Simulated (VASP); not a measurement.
Runs of VASP 6.6.1 on P. The structure is that of space group Pm-3m (No. 221), or close to it. The cells are those of the table. 

```tsv
cell	gap on the mesh (eV)	pressure (GPa)
a = 2.627 Å, 1 atom	none	-7.1
a = 2.530 Å, 1 atom	none	(b)
a = 2.495 Å, 1 atom	none	(a)
a = 2.460 Å, 1 atom	none	8.3
a = 2.595 Å, 1 atom	none	-5.4
```

Alike in all rows: task single point; level BLYP; potentials or basis VASP PAW PBE potentials, release 64 (P); no spin polarisation; k mesh 14 × 14 × 14; cutoff (eV) 520; smearing fermi-dirac 0.1 eV.

Task: Fill in the values left out.

Result: (a) 3.6; (b) -0.2.

Caveats: the PAW data sets were made with another functional, which shifts forces and pressure a little.

A gap of «none» marks levels without a gap at the run's occupations.
